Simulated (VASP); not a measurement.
Runs of VASP 6.6.1 on CaZr. The structure is that of space group P4/mmm (No. 123), or close to it. The cells are those of the table. 

| task | cell | k mesh | cutoff (eV) | gap on the mesh (eV) | pressure (GPa) |
| --- | --- | --- | --- | --- | --- |
| single point | a = 3.260, b = 3.260, c = 5.302 Å, 2 atoms | 6 × 6 × 4 | 520 | none | 0.1 |
| single point | a = 3.266, b = 3.266, c = 5.314 Å, 2 atoms | 18 × 18 × 10 | 520 | none | 0.0 |
| relaxation of cell and atoms | relaxed from a = 3.287, b = 3.287, c = 4.308 Å, 2 atoms | 6 × 6 × 4 | 600 | none | -0.1 |
| single point | a = 3.287, b = 3.287, c = 4.308 Å, 2 atoms | 6 × 6 × 4 | 520 | none | (a) |

Alike in all rows: level PBE; potentials or basis VASP PAW PBE potentials, release 64 (Ca_sv, Zr_sv); no spin polarisation; smearing gaussian 0.1 eV.

Fill in the values left out.

(a) 11.9.

Caveats: some runs use coarse meshes.

A k mesh can miss the band edges, and the runs leave out spin-orbit coupling on Zr.

A gap of «none» marks levels without a gap at the run's occupations.
